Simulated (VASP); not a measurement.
# Sn (P6_3/mmc) in VASP: further runs

The runs below take Sn through single point, with r2SCAN.

All numbers are computed with VASP 6.6.1; they aren't measurements. Logs are shortened: lines on timing, memory, paths and dates and some standing lists are left out, and cuts for length are marked.

## (1) The cell of the first run

It takes space group P6_3/mmc (No. 194, hexagonal). Conventional cell: a = 3.311 Å, b = 3.311 Å, c = 5.642 Å, α = 90.00°, β = 90.00°, γ = 120.00°. Sn (site symmetry -6m2) has 12 Sn at 3.31 to 3.41 Å within 4.4 Å.

This isn't the form of Sn at room conditions, which is tetragonal (white tin).

## (2) Single point, r2SCAN

File POSCAR:

```
Sn
1.0
    3.3110160682      0.0000000000      0.0000000000
   -1.6555080341      2.8674240274      0.0000000000
    0.0000000000      0.0000000000      5.6421794156
Sn
2
Direct
    0.3333333333      0.6666666667      0.2500000000
    0.6666666667      0.3333333333      0.7500000000
```

File INCAR.step1:

```
PREC = Accurate ; ENCUT = 520
ISMEAR = 1 ; SIGMA = 0.05
LREAL = F ; LASPH = T
NELM = 60 ; NBANDS = 21
GGA = PE ; ALGO = Normal
EDIFF = 1E-4 ; LWAVE = T
LCHARG = F
```

File INCAR.step2:

```
PREC = Accurate ; ENCUT = 520
EDIFF = 1E-6 ; ISMEAR = 1
SIGMA = 0.05 ; LREAL = F
LASPH = T ; NELM = 60
ALGO = Normal ; ISIF = 2
LWAVE = F ; LCHARG = T
METAGGA = R2SCAN ; LMIXTAU = T
LELF = T ; LVHAR = T
NBANDS = 21 ; ISTART = 1
```

File KPOINTS:

```
regular mesh
0
Gamma
  15 15 8
```

Potentials or basis: VASP PAW PBE potentials, release 64 (Sn_d).

Run with:

```bash
$ cat potpaw_PBE.64/Sn_d/POTCAR > POTCAR
$ cp INCAR.step1 INCAR
$ mpirun -np 1 vasp_std > vasp.out
$ cp INCAR.step2 INCAR
$ mpirun -np 1 vasp_std > vasp.out
```

OUTCAR:

```text
PREC = Accurate
   ENCUT = 520
   EDIFF = 1E-6
   ISMEAR = 1
   LREAL = F
   LASPH = T
   NELM = 60
   ISIF = 2
   METAGGA = R2SCAN
   ISTART = 1

 ion  position               nearest neighbor table
   1  0.333  0.667  0.250-   2 3.41   2 3.41   2 3.41   2 3.41   2 3.41   2 3.41
   2  0.667  0.333  0.750-   1 3.41   1 3.41   1 3.41   1 3.41   1 3.41   1 3.41

  LATTYP: Found a hexagonal cell.
 ALAT       =     3.3110160682
 C/A-ratio  =     1.7040628313

  Lattice vectors:

 A1 = (   3.3110160682,   0.0000000000,   0.0000000000)
 A2 = (  -1.6555080341,   2.8674240274,   0.0000000000)
 A3 = (   0.0000000000,   0.0000000000,   5.6421794156)

Analysis of symmetry for initial positions (statically):
=====================================================================
 Subroutine PRICEL returns:
 Original cell was already a primitive cell.

 Routine SETGRP: Setting up the symmetry group for a
 hexagonal supercell.

 Subroutine GETGRP returns: Found 24 space group operations
 (whereof 12 operations were pure point group operations)
 out of a pool of 24 trial point group operations.

The static configuration has the point symmetry D_3d.
 The point group associated with its full space group is D_6h.

Analysis of symmetry for dynamics (positions and initial velocities):
=====================================================================
 Subroutine PRICEL returns:
 Original cell was already a primitive cell.

 Routine SETGRP: Setting up the symmetry group for a
 hexagonal supercell.

 Subroutine GETGRP returns: Found 24 space group operations
 (whereof 12 operations were pure point group operations)
 out of a pool of 24 trial point group operations.

The dynamic configuration has the point symmetry D_3d.
 The point group associated with its full space group is D_6h.

 Subroutine INISYM returns: Found 24 space group operations
 (whereof 12 operations are pure point group operations),
 and found     1 'primitive' translations

----------------------------------------------------------------------------------------

                                     Primitive cell

  volume of cell :      53.5673

  direct lattice vectors                    reciprocal lattice vectors
     3.311016068  0.000000000  0.000000000     0.302022092  0.174372536  0.000000000
    -1.655508034  2.867424027  0.000000000     0.000000000  0.348745072  0.000000000
     0.000000000  0.000000000  5.642179416     0.000000000  0.000000000  0.177236477

  length of vectors
     3.311016068  3.311016068  5.642179416     0.348745072  0.348745072  0.177236477

  position of ions in fractional coordinates (direct lattice)
     0.333333333  0.666666667  0.250000000
     0.666666667  0.333333333  0.750000000

  ion indices of the primitive-cell ions
   primitive index   ion index
                 1           1
                 2           2

----------------------------------------------------------------------------------------

 KPOINTS: regular mesh

Automatic generation of k-mesh.
 Grid dimensions read from file:
 generate k-points for:   15   15    8

 Generating k-lattice:

  Cartesian coordinates                     Fractional coordinates (reciprocal lattice)
     0.020134806  0.011624836  0.000000000     0.066666667  0.000000000  0.000000000
     0.000000000  0.023249671  0.000000000     0.000000000  0.066666667  0.000000000
     0.000000000  0.000000000  0.022154560     0.000000000  0.000000000  0.125000000

  Length of vectors
     0.023249671  0.023249671  0.022154560

  Shift w.r.t. Gamma in fractional coordinates (k-lattice)
     0.000000000  0.000000000  0.000000000

 Subroutine IBZKPT returns following result:
 ===========================================

 Found    135 irreducible k-points:

 Following reciprocal coordinates:
            Coordinates               Weight
  0.000000  0.000000  0.000000      1.000000
  0.066667 -0.000000  0.000000      6.000000
  0.133333 -0.000000  0.000000      6.000000
  0.200000 -0.000000  0.000000      6.000000
  0.266667 -0.000000  0.000000      6.000000
  0.333333 -0.000000  0.000000      6.000000
[... 16 lines left out ...]
  0.333333  0.200000  0.000000     12.000000
  0.400000  0.200000  0.000000      6.000000
 [... further k-points ...]
   k-points           NKPTS =    135   k-points in BZ     NKDIM =    135   number of bands    NBANDS=     21
   number of dos      NEDOS =    301   number of ions     NIONS =      2
   total plane-waves  NPLWV =  32928
   dimension x,y,z NGX =    28 NGY =   28 NGZ =   42
   dimension x,y,z NGXF=    56 NGYF=   56 NGZF=   84
   ions per type =               2
   NGX,Y,Z   is equivalent  to a cutoff of  14.06, 14.06, 12.38 a.u.
   NGXF,Y,Z  is equivalent  to a cutoff of  28.12, 28.12, 24.75 a.u.
 SYSTEM =  unknown system
   PREC   = accura    normal or accurate (medium, high low for compatibility)
   ISTART =      1    job   : 0-new  1-cont  2-samecut
   ICHARG =      0    charge: 1-file 2-atom 10-const
   ISPIN  =      1    spin polarized calculation?
   LNONCOLLINEAR =      F non collinear calculations
   LSORBIT =      F    spin-orbit coupling
   LASPH  =      T    aspherical Exc in radial PAW
   ENCUT  =  520.0 eV  38.22 Ry    6.18 a.u.   6.16  6.16 10.49*2*pi/ulx,y,z
   NELM   =     60;   NELMIN=  2; NELMDL=  0     # of ELM steps
   EDIFF  = 0.1E-05   stopping-criterion for ELM
   LREAL  =      F    real-space projection
[... 7 lines left out ...]
   TEBEG  =    0.0;   TEEND  =   0.0 temperature during run
   PSTRESS=    0.0 pullay stress
   NELECT =      28.0000    total number of electrons
   NUPDOWN=      -1.0000    fix difference up-down
   EMIN   =  10.00;   EMAX   =-10.00  energy-range for DOS
   EFERMI =   0.00;   METHOD = LEGACY
   ISMEAR =     1;   SIGMA  =   0.05  broadening in eV -4-tet -1-fermi 0-gaus
   EFERMI_NEDOS =   21; number of points for ismear=-14 and -15
   IALGO  =     38    algorithm
   IMIX   =      4    mixing-type and parameters
     AMIX     =   0.40;   BMIX     =  1.00
     AMIX_MAG =   1.60;   BMIX_MAG =  1.00
  volume/ion in A,a.u.               =      26.78       180.75
  Fermi-wavevector in a.u.,A,eV,Ry     =   1.318745  2.492067 23.661732  1.739088
  Thomas-Fermi vector in A             =   2.448693
   LORBIT       =      0    0 simple, 1 ext, 2 COOP (PROOUT), +10 PAW based schemes
   METAGGA = R2SCAN    functional components
   LHFCALC =     F    Hartree Fock is set to
   AEXX    =    0.0000 exact exchange contribution
   IVDW    =     0    specifies the selected vdW correction
   LEPSILON=     F    determine dielectric tensor
   LRPA    =     F    only Hartree local field effects (RPA)
 non-spin polarized calculation
 Methfessel and Paxton  Order N= 1 SIGMA  =   0.05
  energy-cutoff  :      520.00
  volume of cell :       53.57
 maximum number of plane-waves:      1456
 NGX is ok and might be reduce to    28
   NGX = 13   NGY = 13   NGZ = 21

 number of electron      28.0000010 magnetization

 Free energy of the ion-electron system (eV)
  ---------------------------------------------------
  ext. energy  EPLUGINS =         0.00000000
  ---------------------------------------------------
  free energy    TOTEN  =       -49.02142957 eV

  energy without entropy =      -49.02120326  energy(sigma->0) =      -49.02135413

 E-fermi :   8.2225     XC(G=0): -11.3590

 val. band max:        8.2175213467   @ k =   0.3333   0.2667   0.2500
 cond. band min:       8.2366049629   @ k =   0.2000   0.2000   0.2500
 fundamental gap:      0.0190836162
 Fermi energy:         8.2224979318

 k-point     1 :       0.0000    0.0000    0.0000
  band No.  band energies     occupation
      1     -14.0422      2.00000
      2     -14.0317      2.00000
      3     -14.0213      2.00000
      4     -14.0213      2.00000
      5     -14.0109      2.00000
      6     -14.0109      2.00000
[... 13 lines left out ...]
     20      18.8715      0.00000
     21      20.4633      0.00000

 k-point     2 :       0.0667   -0.0000    0.0000
  band No.  band energies     occupation
      1     -14.0420      2.00000
      2     -14.0307      2.00000
      3     -14.0182      2.00000
      4     -14.0135      2.00000
      5     -14.0082      2.00000
      6     -14.0034      2.00000
[... 13 lines left out ...]
     20      19.3684      0.00000
     21      20.1977      0.00000

 k-point     3 :       0.1333   -0.0000    0.0000
  band No.  band energies     occupation
      1     -14.0510      2.00000
      2     -14.0213      2.00000
      3     -14.0164      2.00000
      4     -13.9918      2.00000
      5     -13.9905      2.00000
      6     -13.9820      2.00000
[... 13 lines left out ...]
     20      19.2767      0.00000
     21      20.0847      0.00000

 k-point     4 :       0.2000   -0.0000    0.0000
  band No.  band energies     occupation
      1     -14.0675      2.00000
      2     -14.0224      2.00000
      3     -14.0007      2.00000
      4     -13.9801      2.00000
      5     -13.9680      2.00000
      6     -13.9602      2.00000
[... 13 lines left out ...]
     20      18.3803      0.00000
     21      20.1097      0.00000

 k-point     5 :       0.2667   -0.0000    0.0000
  band No.  band energies     occupation
      1     -14.0858      2.00000
      2     -14.0302      2.00000
      3     -13.9998      2.00000
      4     -13.9779      2.00000
      5     -13.9768      2.00000
      6     -13.9258      2.00000
[... 13 lines left out ...]
     20      18.1918      0.00000
     21      19.8489      0.00000
[... 382 lines left out ...]
     20      19.6867      0.00000
     21      19.8945      0.00000

 k-point    22 :       0.2667    0.2000    0.0000
  band No.  band energies     occupation
      1     -14.0440      2.00000
      2     -14.0376      2.00000
      3     -14.0093      2.00000
      4     -13.9941      2.00000
      5     -13.9573      2.00000
      6     -13.9406      2.00000
[... 13 lines left out ...]
     20      19.6811      0.00000
     21      20.7514      0.00000

 k-point    23 :       0.3333    0.2000    0.0000
  band No.  band energies     occupation
      1     -14.0504      2.00000
      2     -14.0494      2.00000
      3     -13.9934      2.00000
      4     -13.9913      2.00000
      5     -13.9521      2.00000
      6     -13.9441      2.00000
[... 13 lines left out ...]
     20      19.4972      0.00000
     21      21.7327      0.00000

 k-point    24 :       0.4000    0.2000    0.0000
  band No.  band energies     occupation
      1     -14.0535      2.00000
      2     -14.0526      2.00000
      3     -13.9894      2.00000
      4     -13.9890      2.00000
      5     -13.9574      2.00000
      6     -13.9323      2.00000
[... 13 lines left out ...]
     20      19.4304      0.00000
     21      22.3916      0.00000

 [... further k-points ...]
[... 5 lines left out ...]
  --------------------------------------------------------------------------------------
  -------------------------------------------------------------------------------------
  Total        0.1768435      0.1768435      0.1536230      0.0000000     -0.0000000     -0.0000000
  in kB        5.2893170      5.2893170      4.5948009      0.0000000     -0.0000000     -0.0000000
  external PRESSURE =       5.0578117 kB  Pullay stress =       0.0000000 kB

 VOLUME and BASIS-vectors are now :
 -----------------------------------------------------------------------------
  energy-cutoff  :      520.00
  volume of cell :       53.57
      direct lattice vectors                 reciprocal lattice vectors
     3.311016068  0.000000000  0.000000000     0.302022092  0.174372536  0.000000000
    -1.655508034  2.867424027  0.000000000     0.000000000  0.348745072  0.000000000
     0.000000000  0.000000000  5.642179416     0.000000000  0.000000000  0.177236477

 POSITION                                       TOTAL-FORCE (eV/Angst)
 -----------------------------------------------------------------------------------
     -0.00000      1.91162      1.41054        -0.000000      0.000000      0.000000
      1.65551      0.95581      4.23163         0.000000     -0.000000      0.000000
 -----------------------------------------------------------------------------------
    total drift:                                0.000000     -0.000000      0.000000

  FREE ENERGIE OF THE ION-ELECTRON SYSTEM (eV)
  ---------------------------------------------------
  free  energy   TOTEN  =       -49.0214295698 eV

  energy  without entropy=      -49.0212032625  energy(sigma->0) =      -49.02135413
```

It took 7.7 min on 1 thread of Intel Xeon Platinum 8259CL at 2.50GHz (Skylake/Cascade Lake), shared host; peak memory 0.26 GiB.

What came out:

| Property | Result |
| --- | --- |
| Free energy | -49.0214 eV |
| Pressure | 0.5 GPa |
| Band gap on the k mesh | zero (bands 14 and 15 overlap by 9.34 eV) |

Levels at points of the mesh, in eV from the Fermi level:
```
           k point  band 10  band 11  band 12  band 13  band 14  band 15  band 16  band 17  band 18  band 19
(0.00, 0.00, 0.00)   -22.08   -11.80    -7.52    -5.05     6.74     6.74     7.58     8.51     8.51    10.64
(0.00, 0.00, 0.50)   -22.12   -10.51   -10.51     0.52     0.52     7.65     7.65     7.65     7.65    11.08
```

Caveat: the PAW data sets were made with another functional, which shifts forces and pressure a little; spin-orbit coupling is left out, which moves the levels of the heavy elements.

(Part 1 of 2 ends here.)
